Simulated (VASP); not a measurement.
# Co: single point with PBE

Crystal: Co.

```
Co
1.0
     2.58834    0.00000    0.00000
    -1.29417    2.24157    0.00000
     0.00000    0.00000    4.20128
Co
2
Direct
  0.33333 0.66667 0.25000
  0.66667 0.33333 0.75000
```

```
Program                : VASP 6.6.1
Task                   : single point
Functional             : PBE
Potentials or basis    : VASP PAW PBE potentials, release 64 (Co)
Cutoff                 : 520 eV
k mesh                 : 13 × 13 × 7
Occupations            : gaussian, width 0.1 eV
Spin                   : collinear spin, ferromagnetic start
Starting moments       : [2.5, 2.5] μB
Dipole correction      : no
Further INCAR settings : ALGO = Normal; EDIFF = 1e-06; NBANDS = 20
```

```json
{"Pressure": "-19.3 GPa", "Net moment": "3.32 μB per cell", "Site moments": "Co +1.71 μB", "Valence electrons inside the program's atomic spheres": "Co 8.07"}
```

Stress tensor (GPa, compression positive):
```
-19.36   0.00   0.00
  0.00 -19.36   0.00
  0.00   0.00 -19.18
```

Levels at points of the mesh, in eV from the Fermi level:
Spin up:
```tsv
k point	band 8	band 9	band 10	band 11	band 12	band 13	band 14	band 15
(0.00, 0.00, 0.00)	-1.93	-1.93	-1.02	-1.02	-0.04	5.32	21.03	22.54
```
Spin down:
```tsv
k point	band 5	band 6	band 7	band 8	band 9	band 10
(0.00, 0.00, 0.00)	-0.78	-0.47	-0.47	-0.15	-0.09	-0.09
```

Run time: 49 s on 1 thread of Intel(R) Xeon(R) Platinum 8488C (Sapphire Rapids), on a shared host, peak memory 0.18 GiB.
